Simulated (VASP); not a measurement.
A run of VASP 6.6.1 is set up as follows.

Contents of INCAR:

```
SYSTEM = Sb2Te4O
  PREC = Accurate
  ENCUT = 600
  EDIFF = 1E-6
  ISMEAR = 0
  SIGMA = 0.15
  LREAL = .False.
  LASPH = .True.
  NELM = 120
  ALGO = Normal
  ISIF = 2
  LWAVE = .False.
  LCHARG = .False.
  GGA = PE
  NBANDS = 29
  GGA_COMPAT = .False.
```

The input KPOINTS:

```
Automatic mesh
0
Gamma
  3 3 3
  0 0 0
```

Contents of POSCAR:

```
Sb2Te4O
1.0
    2.1493291581      1.2409157680     11.9483889076
   -2.1493291581      1.2409157680     11.9483889076
    0.0000000000     -2.4818315360     11.9483889076
Sb Te O
2 4 1
Direct
    0.3033406276      0.3033406276      0.3033406276
    0.6966593724      0.6966593724      0.6966593724
    0.5864915187      0.5864915187      0.5864915187
    0.4135084813      0.4135084813      0.4135084813
    0.1418702793      0.1418702793      0.1418702793
    0.8581297207      0.8581297207      0.8581297207
    0.0000000000      0.0000000000      0.0000000000
```

Potentials or basis: VASP PAW PBE potentials, release 64 (Sb, Te, O).

Run with:

```console
$ cat potpaw_PBE.64/Sb/POTCAR potpaw_PBE.64/Te/POTCAR potpaw_PBE.64/O/POTCAR > POTCAR
$ mpirun -np 1 vasp_std > vasp.out
```

Task: Predict the pressure.

Result: 0.0 GPa.

Task: Estimate the band gap on the k mesh.

Result: Zero (bands 20 and 21 overlap by 0.55 eV).

Task: Estimate the largest force.

Result: 0.058 eV/Å.

Forces on the atoms (eV/Å):
```
Sb   0.000  0.000  0.053
Sb   0.000  0.000 -0.053
Te   0.000  0.000 -0.058
Te   0.000  0.000  0.058
Te   0.000  0.000 -0.046
Te   0.000  0.000  0.046
O    0.000  0.000  0.000
```

Caveat: the k points lie up to 0.57 Å⁻¹ apart, too coarse for converged energies and pressures of a metal; spin-orbit coupling is left out, which moves the levels of the heavy elements.
